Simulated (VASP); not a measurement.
Set up this calculation in VASP 6.6.1, as the native input.

```yaml
Task: single point
Functional: PBEsol
Potentials_or_basis: VASP PAW PBE potentials, release 64 (Al, Ni)
Cutoff: 520 eV
k_mesh: 9 × 9 × 7
Occupations: gaussian, width 0.1 eV
Spin: no spin polarisation
Dipole_correction: no
Further_INCAR_settings: ALGO = Normal; EDIFF = 1e-06; NBANDS = 22
```

The structure of Al3Ni2 lies in POSCAR:

```
Al3Ni2
1.0
    4.0031396356      0.0000000000      0.0000000000
   -2.0015698178      3.4668206193      0.0000000000
    0.0000000000      0.0000000000      4.8594646066
Al Ni
3 2
Direct
    0.0000000000      0.0000000000      0.0000000000
    0.3333333333      0.6666666667      0.6477829054
    0.6666666667      0.3333333333      0.3522170946
    0.3333333333      0.6666666667      0.1455709078
    0.6666666667      0.3333333333      0.8544290922
```

One way to write it, as run:

INCAR

```
ALGO = Normal
EDIFF = 1E-6
ENCUT = 520
GGA = PS
ISIF = 2
ISMEAR = 0
LASPH = T
LCHARG = F
LREAL = F
LWAVE = F
NBANDS = 22
NELM = 60
PREC = Accurate
SIGMA = 0.1
```

KPOINTS

```
k-points
0
Gamma
  9 9 7
```

Potentials or basis: VASP PAW PBE potentials, release 64 (Al, Ni).

The run is started by

```sh
$ cat potpaw_PBE.64/Al/POTCAR potpaw_PBE.64/Ni/POTCAR > POTCAR
$ mpirun -np 1 vasp_std > vasp.out
```

Results of the run:

- Pressure: 0.1 GPa
- Largest force: 0.017 eV/Å

Caveat: the PAW data sets were made with another functional, which shifts forces and pressure a little.

Wall time 89 s on 1 thread of Intel(R) Xeon(R) Platinum 8375C CPU @ 2.90GHz (Ice Lake), on a shared host, peak memory 0.23 GiB.
